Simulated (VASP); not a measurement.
Here is a VASP 6.6.1 calculation.

INCAR

```
  PREC = Accurate
  ENCUT = 520
  EDIFF = 1E-6
  ISMEAR = 0
  SIGMA = 0.05
  LREAL = F
  LASPH = T
  NELM = 100
  ALGO = Normal
  ISIF = 2
  LWAVE = F
  LCHARG = F
  LDIPOL = T
  IDIPOL = 3
  DIPOL = 0.5 0.5 0.390
  GGA = PE
  IVDW = 12
  NBANDS = 35
```

The input KPOINTS:

```
regular mesh
0
Gamma
  9 9 1
```

Contents of POSCAR:

```
WS2
1.0
    3.1595456682      0.0000000000      0.0000000000
   -1.5797728341      2.7362468131      0.0000000000
    0.0000000000      0.0000000000     23.8042574330
S W
4 2
Direct
    0.3333333333      0.6666666667      0.1890418137
    0.3333333333      0.6666666667      0.3214605092
    0.3333333333      1.1666666667      0.4575706151
    0.3333333333      1.1666666667      0.5899893106
    0.6666666667      0.3333333333      0.2552511584
    0.6666666667      0.8333333333      0.5237799598
```

Potentials or basis: VASP PAW PBE potentials, release 64 (S, W_sv).

Command:

```console
$ cat potpaw_PBE.64/S/POTCAR potpaw_PBE.64/W_sv/POTCAR > POTCAR
$ mpirun -np 1 vasp_std > vasp.out
```

(1) What does it give for the largest force?

(2) Estimate the band gap on the k mesh.

(3) Estimate the dispersion energy per atom.

Results:

(1) 0.050 eV/Å.

(2) 1.66 eV, indirect (least direct gap 1.91 eV).

(3) -0.359 eV.

Caveat: spin-orbit coupling is left out, which moves the levels of the heavy elements.
